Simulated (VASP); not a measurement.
Input of a VASP 6.6.1 run:

File INCAR:

```
SYSTEM = Ta3N
ALGO = Normal ; EDIFF = 1E-7
EDIFFG = -0.01 ; ENCUT = 600
GGA = PS ; IBRION = 2
ISIF = 3 ; ISMEAR = -1
LASPH = .True. ; LCHARG = .False.
LDAU = .True. ; LDAUJ = 0 0
LDAUL = 2 -1 ; LDAUPRINT = 1
LDAUTYPE = 2 ; LDAUU = 6 0
LMAXMIX = 4 ; LREAL = .False.
LWAVE = .False. ; NELM = 150
NSW = 60 ; PREC = Accurate
SIGMA = 0.05
```

Contents of KPOINTS:

```
k-points
0
Gamma
  10 10 4
  0 0 0
```

File POSCAR:

```
Ta3N
1.0
    3.0322239879      0.0000000000      0.0000000000
   -1.5161119940      2.6259830035      0.0000000000
    0.0000000000      0.0000000000      7.5241370000
Ta N
3 1
Direct
    0.6666666667      0.3333333333      0.8260700000
    0.3333333333      0.6666666667      0.1739300000
    0.0000000000      0.0000000000      0.5000000000
    0.0000000000      0.0000000000      0.0000000000
```

Potentials or basis: VASP PAW PBE potentials, release 64 (Ta_pv, N).

Launch:

```bash
$ cat potpaw_PBE.64/Ta_pv/POTCAR potpaw_PBE.64/N/POTCAR > POTCAR
$ mpirun -np 1 vasp_std > vasp.out
```

Problem. Predict the band gap on the k mesh.

Solution. Zero (bands 19 and 20 overlap by 0.51 eV).

Problem. What does it give for the relaxed cell?

Solution. a = 3.054 Å, b = 3.054 Å, c = 7.729 Å, α = 90.00°, β = 90.00°, γ = 120.00°.

Problem. Estimate the space group after relaxing (to 0.1 Å).

Solution. P-3m1 (No. 164).

Problem. What does it give for the relaxed volume?

Solution. 15.61 Å³/atom.

Final structure:
```yaml
crystal:
  lattice:
    - [3.05429, 0.00000, 0.00000]
    - [-1.52714, 2.64509, 0.00000]
    - [0.00000, 0.00000, 7.72857]
  atoms:
    - { symbol: Ta, position: [0.66667, 0.33333, 0.82451] }
    - { symbol: Ta, position: [0.33333, 0.66667, 0.17549] }
    - { symbol: Ta, position: [0.00000, 0.00000, 0.50000] }
    - { symbol: N, position: [0.00000, 0.00000, 0.00000] }
```

Caveat: the PAW data sets were made with another functional, which shifts forces and pressure a little; spin-orbit coupling is left out, which moves the levels of the heavy elements; U without spin polarisation on a metal has little footing.
